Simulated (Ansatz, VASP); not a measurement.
# Ta in VASP and in Ansatz

The input INCAR:

```
PREC = Accurate ; ENCUT = 600
EDIFF = 1E-6 ; ISMEAR = 0
SIGMA = 0.1 ; LREAL = False
LASPH = True ; NELM = 80
ALGO = Fast ; ISIF = 3
LWAVE = False ; LCHARG = False
GGA = PE ; IBRION = 2
NSW = 90 ; EDIFFG = -0.04
```

KPOINTS

```
Automatic mesh
0
Gamma
  8 8 8
```

POSCAR

```
Ta
1.0
   -1.6586425978      1.6586425978      1.6586425978
    1.6586425978     -1.6586425978      1.6586425978
    1.6586425978      1.6586425978     -1.6586425978
Ta
1
Direct
    0.0000000000      0.0000000000      0.0000000000
```

Input for Ansatz:

```yaml
crystal:
  lattice:
    - [-1.6586425978, 1.6586425978, 1.6586425978]
    - [1.6586425978, -1.6586425978, 1.6586425978]
    - [1.6586425978, 1.6586425978, -1.6586425978]
  atoms:
    - { symbol: Ta, position: [0.0, 0.0, 0.0] }
basis:
  ecutwfc: 420
kpoints:
  mp_grid: { grid: [8, 8, 8] }
hamiltonian:
  xc: pbe
scf:
  occupations: { method: gaussian, width: 0.1 }
  lower_state_search: "off"
output:
  forces: true
  stress: true
  eigenvalues: true
relax:
  adjacent_minimum: "off"
  f_tol: 0.04
  max_steps: 70
  cell: { stress_tol: 0.4 }
```

Change from the starting cell: the structure that the rattled cell fell into.

Alike in both runs: task relaxation of cell and atoms; functional PBE; k mesh 8 × 8 × 8; occupations gaussian, width 0.1 eV; no spin polarisation.

|  | VASP | Ansatz |
| --- | --- | --- |
| version | VASP 6.6.1 | Ansatz 0.2.0 |
| potentials or method | VASP PAW PBE potentials, release 64 (Ta_pv), cutoff 600 eV | scalar-relativistic, plane waves, PAW |
| valence electrons in the cell | 11 | 13 |

|  | VASP | Ansatz | Ansatz less VASP |
| --- | --- | --- | --- |
| gap on the k mesh at the Fermi level, each at its own relaxed structure (eV) | none | none | - |
| relaxed volume (Å³/atom) | 18.11 | 18.10 | -0.005 |
| relaxed cell length with the largest relative difference (Å) | 2.865 | 2.865 | -0.0003 |

A gap of «none» marks a metal or a gap that the smearing closes. VASP's potentials hold 11 valence electrons a cell and Ansatz's 13, so a difference there can come from the potentials and not from the codes.

Neither program's run includes spin-orbit coupling.
